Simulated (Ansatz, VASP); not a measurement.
BAs in VASP and in Ansatz

```
B As
1.0
     0.00000    2.41417    2.41417
     2.41417    0.00000    2.41417
     2.41417    2.41417    0.00000
B As
1 1
Direct
  0.00000 0.00000 0.00000
  0.25000 0.25000 0.25000
```

Alike in both runs: task relaxation of cell and atoms; functional PBE; k mesh 10 × 10 × 10; occupations gaussian, width 0.02 eV; no spin polarisation.

|  | VASP | Ansatz |
| --- | --- | --- |
| version | VASP 6.6.1 | Ansatz 0.2.0 |
| potentials or method | VASP PAW PBE potentials, release 64 (B, As), cutoff 500 eV | scalar-relativistic, all-electron LAPW |

Ansatz gave:

```
gap on the k mesh at the Fermi level, each at its own relaxed structure (eV) : 1.21
relaxed volume (Å³/atom)                                                     : 13.90
relaxed cell length with the largest relative difference (Å)                 : 3.400
```

Question: What did VASP give for the same quantities?

Answer: gap on the k mesh at the Fermi level, each at its own relaxed structure (eV): 1.20; relaxed volume (Å³/atom): 13.97; relaxed cell length with the largest relative difference (Å): 3.406.

Ansatz ran all-electron here, and VASP with PAW potentials.
